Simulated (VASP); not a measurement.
# CuO in VASP: electric field gradients with PBE

Aim: the electric field gradients of CuO with PBE.

Program: VASP 6.6.1. These are calculated values, not measurements. Logs are shortened: lines on timing, memory, paths and dates and some standing lists are left out, and cuts for length are marked.

## 1. The cell of the first run

The typed cell holds 4 atoms: a = 2.948 Å, b = 2.948 Å, c = 5.152 Å, α = 90.00°, β = 90.00°, γ = 89.86°.

## 2. Electric field gradients, PBE

Input file INCAR:

```
PREC = Accurate
ENCUT = 520
EDIFF = 1E-8
ISMEAR = 0
SIGMA = 0.05
LREAL = F
LASPH = T
NELM = 120
ALGO = Normal
ISIF = 2
LWAVE = F
LCHARG = F
GGA = PE
LEFG = T
NBANDS = 25
GGA_COMPAT = F
```

Input file KPOINTS:

```
regular mesh
0
Gamma
  12 12 8
```

Input file POSCAR:

```
CuO
1.0
    2.0810550554     -2.0822828081      0.1631489710
    2.0810550554      2.0822828081      0.1631489710
   -0.4030009123      0.0000000000      5.1360270081
Cu O
2 2
Direct
    0.0000000000      0.5000000000      0.0000000000
    0.5000000000      0.0000000000      0.5000000000
    0.5000133234      0.4999866766      0.2500000000
    0.4999866766      0.5000133234      0.7500000000
```

Potentials or basis: VASP PAW PBE potentials, release 64 (Cu, O).

Started as:

```
> cat potpaw_PBE.64/Cu/POTCAR potpaw_PBE.64/O/POTCAR > POTCAR
> mpirun -np 1 vasp_std > vasp.out
```

OUTCAR:

```text
PREC = Accurate
   ENCUT = 520
   EDIFF = 1E-8
   ISMEAR = 0
   LREAL = F
   LASPH = T
   NELM = 120
   ISIF = 2
   GGA = PE

 ion  position               nearest neighbor table
   1  0.000  0.500  0.000-   3 1.96   4 1.96   4 1.96   3 1.96
   2  0.500  0.000  0.500-   4 1.96   3 1.96   4 1.96   3 1.96
   3  0.500  0.500  0.250-   2 1.96   1 1.96   2 1.96   1 1.96
   4  0.500  0.500  0.750-   1 1.96   2 1.96   2 1.96   1 1.96

  LATTYP: Found a base centered monoclinic cell.
 ALAT       =     4.1748809470
 B/A-ratio  =     0.9975291916
 C/A-ratio  =     1.2340025130
 COS(beta)  =    -0.0000678406

  Lattice vectors:

 A1 = (   2.0810550554,  -2.0822828081,   0.1631489710)
 A2 = (   2.0810550554,   2.0822828081,   0.1631489710)
 A3 = (  -0.4030009123,   0.0000000000,   5.1360270081)

Analysis of symmetry for initial positions (statically):
=====================================================================
 Subroutine PRICEL returns:
 Original cell was already a primitive cell.

 Routine SETGRP: Setting up the symmetry group for a
 base centered monoclinic supercell.

 Subroutine GETGRP returns: Found  4 space group operations
 (whereof  2 operations were pure point group operations)
 out of a pool of  4 trial point group operations.

The static configuration has the point symmetry S_2 .
 The point group associated with its full space group is C_2h.

Analysis of symmetry for dynamics (positions and initial velocities):
=====================================================================
 Subroutine PRICEL returns:
 Original cell was already a primitive cell.

 Routine SETGRP: Setting up the symmetry group for a
 base centered monoclinic supercell.

 Subroutine GETGRP returns: Found  4 space group operations
 (whereof  2 operations were pure point group operations)
 out of a pool of  4 trial point group operations.

The dynamic configuration has the point symmetry S_2 .
 The point group associated with its full space group is C_2h.

 Subroutine INISYM returns: Found  4 space group operations
 (whereof  2 operations are pure point group operations),
 and found     1 'primitive' translations

----------------------------------------------------------------------------------------
[... 142 lines left out ...]
  free energy    TOTEN  =       -19.73047829 eV

  energy without entropy =      -19.72660027  energy(sigma->0) =      -19.72853928

 E-fermi :   4.7700     XC(G=0): -11.2576

 val. band max:        4.7680640957   @ k =   0.4167   0.0833   0.0000
 cond. band min:       4.7713662287   @ k =   0.2500   0.0000   0.1250
 fundamental gap:      0.0033021330
 Fermi energy:         4.7700459750

 k-point     1 :       0.0000    0.0000    0.0000
  band No.  band energies     occupation
      1     -14.9476      2.00000
      2     -13.6548      2.00000
      3      -3.2345      2.00000
      4      -0.6002      2.00000
      5      -0.5951      2.00000
      6       1.0880      2.00000
[... 661 lines left out ...]
     24      17.7085      0.00000
     25      18.3234      0.00000

 [... further k-points ...]

------------------------ aborting loop because EDIFF is reached ----------------------------------------

  FORCE on cell =-STRESS in cart. coord.  units (eV):
  Direction    XX          YY          ZZ          XY          YZ          ZX
  --------------------------------------------------------------------------------------
  -------------------------------------------------------------------------------------
  Total        0.1502546      0.1587597      0.2623760      0.0000000      0.0000000     -0.0084057
  in kB        5.3751982      5.6794599      9.3862194      0.0000000      0.0000000     -0.3007033
  external PRESSURE =       6.8136258 kB  Pullay stress =       0.0000000 kB

 VOLUME and BASIS-vectors are now :
 -----------------------------------------------------------------------------
  energy-cutoff  :      520.00
  volume of cell :       44.79
      direct lattice vectors                 reciprocal lattice vectors
     2.081055055 -2.082282808  0.163148971     0.238793810 -0.240121082  0.018737075
     2.081055055  2.082282808  0.163148971     0.238793810  0.240121082  0.018737075
    -0.403000912  0.000000000  5.136027008    -0.015170857  0.000000000  0.193512637

 POSITION                                       TOTAL-FORCE (eV/Angst)
 -----------------------------------------------------------------------------------
      1.04053      1.04114      0.08157        -0.000000      0.000000      0.000000
      0.83903     -1.04114      2.64959        -0.000000      0.000000      0.000000
      1.98030     -0.00006      1.44716         0.000000     -0.000103      0.000000
      1.77880      0.00006      4.01517         0.000000      0.000103     -0.000000
 -----------------------------------------------------------------------------------
    total drift:                                0.000000     -0.000000     -0.000000

  FREE ENERGIE OF THE ION-ELECTRON SYSTEM (eV)
  ---------------------------------------------------
  free  energy   TOTEN  =       -19.7304782924 eV

  energy  without entropy=      -19.7266002717  energy(sigma->0) =      -19.72853928

 Electric field gradients (V/A^2)
---------------------------------------------------------------------
 ion       V_xx      V_yy      V_zz      V_xy      V_xz      V_yz
---------------------------------------------------------------------
   1      -1.854    -1.812     3.666     2.993    -0.437     0.239
   2      -1.854    -1.812     3.666    -2.993    -0.437    -0.239
   3      -1.827    -2.223     4.050    -0.000    -0.469    -0.000
   4      -1.827    -2.223     4.050     0.000    -0.469    -0.000
---------------------------------------------------------------------

 Electric field gradients after diagonalization (V/A^2)
 (convention: |V_zz| > |V_xx| > |V_yy|)
----------------------------------------------------------------------
 ion       V_xx      V_yy      V_zz     asymmetry (V_yy - V_xx)/ V_zz
----------------------------------------------------------------------
   1       3.701     1.152    -4.853       0.525
   2       3.701     1.152    -4.853       0.525
   3      -2.223    -1.864     4.088       0.088
   4      -2.223    -1.864     4.088       0.088
----------------------------------------------------------------------

           NMR quadrupolar parameters

 Cq : quadrupolar parameter    Cq=e*Q*V_zz/h
 eta: asymmetry parameters     (V_yy - V_xx)/ V_zz
 Q  : nuclear electric quadrupole moment in mb (millibarn)
----------------------------------------------------------------------
 ion       Cq(MHz)       eta       Q (mb)
----------------------------------------------------------------------
   1      -0.012       0.525       1.000
   2      -0.012       0.525       1.000
   3       0.010       0.088       1.000
   4       0.010       0.088       1.000
----------------------------------------------------------------------
```

OSZICAR:

```text
N       E                     dE             d eps       ncg     rms          rms(c)
DAV:   1     0.306584006945E+03    0.30658E+03   -0.16346E+04 16554   0.209E+03
DAV:   2     0.143807864843E+02   -0.29220E+03   -0.26850E+03 16318   0.395E+02
DAV:   3    -0.246312724012E+02   -0.39012E+02   -0.36934E+02 19974   0.161E+02
DAV:   4    -0.260316896973E+02   -0.14004E+01   -0.13924E+01 19993   0.321E+01
DAV:   5    -0.260611687616E+02   -0.29479E-01   -0.29463E-01 20438   0.412E+00    0.178E+01
DAV:   6    -0.236777239928E+02    0.23834E+01   -0.39225E+01 22748   0.153E+02    0.141E+01
DAV:   7    -0.196622378242E+02    0.40155E+01   -0.10986E+01 19588   0.116E+02    0.257E+00
DAV:   8    -0.197657600574E+02   -0.10352E+00   -0.15683E+00 16873   0.838E+00    0.163E+00
DAV:   9    -0.197357895415E+02    0.29971E-01   -0.61632E-02 24106   0.616E+00    0.544E-01
DAV:  10    -0.197313311491E+02    0.44584E-02   -0.14176E-02 23522   0.166E+00    0.379E-01
DAV:  11    -0.197304420108E+02    0.88914E-03   -0.82205E-03 24747   0.839E-01    0.614E-02
DAV:  12    -0.197304294651E+02    0.12546E-04   -0.43737E-04 21986   0.238E-01    0.328E-02
DAV:  13    -0.197304802883E+02   -0.50823E-04   -0.72611E-05 23492   0.943E-02    0.118E-02
DAV:  14    -0.197304785662E+02    0.17220E-05   -0.45279E-06 25083   0.615E-02    0.741E-03
DAV:  15    -0.197304783133E+02    0.25290E-06   -0.25702E-06 24195   0.152E-02    0.967E-04
DAV:  16    -0.197304782858E+02    0.27563E-07   -0.15375E-07 25682   0.719E-03    0.716E-04
DAV:  17    -0.197304782924E+02   -0.66593E-08   -0.96906E-09 10735   0.302E-03
   1 F= -.19730478E+02 E0= -.19728539E+02  d E =-.387802E-02
```

Wall time 9 min (1 thread of Oxide Virtual Turin-like, shared host); peak memory 0.36 GiB.

What came out:

* Free energy: -19.7305 eV
* Pressure: 0.7 GPa
* Band gap on the k mesh: zero (bands 17 and 18 overlap by 1.18 eV)
* Largest electric field gradient by atom: Cu -4.9; O +4.1 V/Å²

Levels at points of the mesh, in eV from the Fermi level:
| k point | band 15 | band 16 | band 17 | band 18 | band 19 | band 20 |
| --- | --- | --- | --- | --- | --- | --- |
| (0.00, 0.00, 0.00) | -2.27 | -1.89 | 0.66 | 0.67 | 1.38 | 6.08 |
| (0.50, 0.00, 0.00) | -1.57 | -1.49 | 0.21 | 0.46 | 3.75 | 5.82 |
| (0.50, 0.50, 0.00) | -1.61 | -1.21 | -1.20 | 1.11 | 2.16 | 7.20 |
| (0.00, 0.00, 0.50) | -1.55 | -1.55 | 0.11 | 0.11 | 3.45 | 3.45 |
| (0.50, 0.00, 0.50) | -2.01 | -1.82 | -0.19 | 0.66 | 4.33 | 5.84 |
| (0.50, 0.50, 0.50) | -1.42 | -1.42 | -0.52 | -0.52 | 4.01 | 4.01 |

Electric field gradients, principal values (V/Å²):
| atom | least | middle | greatest (by size) |
| --- | --- | --- | --- |
| 1 Cu | 1.152 | 3.701 | -4.853 |
| 2 Cu | 1.152 | 3.701 | -4.853 |
| 3 O | -1.864 | -2.223 | 4.088 |
| 4 O | -1.864 | -2.223 | 4.088 |

Caveat: without QUAD_EFG the Cq values of the log hold for a quadrupole moment of 1 mb, not for the nuclei; semilocal functionals often make such compounds metallic where correlation or magnetic order opens a gap, which also shifts bond lengths.
